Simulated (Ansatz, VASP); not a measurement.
**One calculation of Ge, two programs**

INCAR

```
  PREC = Accurate
  ENCUT = 520
  EDIFF = 1E-7
  ISMEAR = 0
  SIGMA = 0.1
  LREAL = F
  LASPH = T
  NELM = 100
  ALGO = Normal
  ISIF = 2
  LWAVE = F
  LCHARG = F
  GGA = PE
  IVDW = 12
  NBANDS = 21
```

KPOINTS

```
Automatic mesh
0
Gamma
  6 6 4
```

File POSCAR:

```
Ge
1.0
    3.8707853500      0.0000000000      0.0000000000
   -1.9353926700      3.3521984400      0.0000000000
    0.0000000000      0.0000000000      4.5122813800
Ge
2
Direct
    0.6666666700      0.3333333300      0.1409798400
    0.3333333300      0.6666666700      0.8590201600
```

Input for Ansatz:

```yaml
crystal:
  lattice:
    - [3.87078535, 0.0, 0.0]
    - [-1.93539267, 3.35219844, 0.0]
    - [0.0, 0.0, 4.51228138]
  atoms:
    - { symbol: Ge, position: [0.66666667, 0.33333333, 0.14097984] }
    - { symbol: Ge, position: [0.33333333, 0.66666667, 0.85902016] }
basis:
  ecutwfc: 420
kpoints:
  mp_grid: { grid: [6, 6, 4] }
hamiltonian:
  xc: pbe
  dispersion: d3bj
scf:
  occupations: { method: gaussian, width: 0.1 }
  lower_state_search: "off"
output:
  forces: true
  stress: true
  eigenvalues: true
```

Alike in both runs: task single point; functional PBE; dispersion D3(BJ); k mesh 6 × 6 × 4; occupations gaussian, width 0.1 eV; no spin polarisation.

|  | VASP | Ansatz |
| --- | --- | --- |
| version | VASP 6.6.1 | Ansatz 0.2.0 |
| potentials or method | VASP PAW PBE potentials, release 64 (Ge_d), cutoff 520 eV | scalar-relativistic, plane waves, PAW |
| valence electrons in the cell | 28 | 28 |

|  | VASP | Ansatz | Ansatz less VASP |
| --- | --- | --- | --- |
| gap on the k mesh at the Fermi level (eV) | none | none | - |
| pressure (GPa) | -4.6 | -4.6 | +0.03 |
| traceless stress, the component that is largest in VASP (GPa) | -1.80 | -1.80 | 0.000 |
| rms of the force components (eV/Å) | 0.301 | 0.305 | +0.0040 |

Atom by atom the forces differ by 0.004 eV/Å (rms over components). A gap of «none» marks a metal or a gap that the smearing closes.
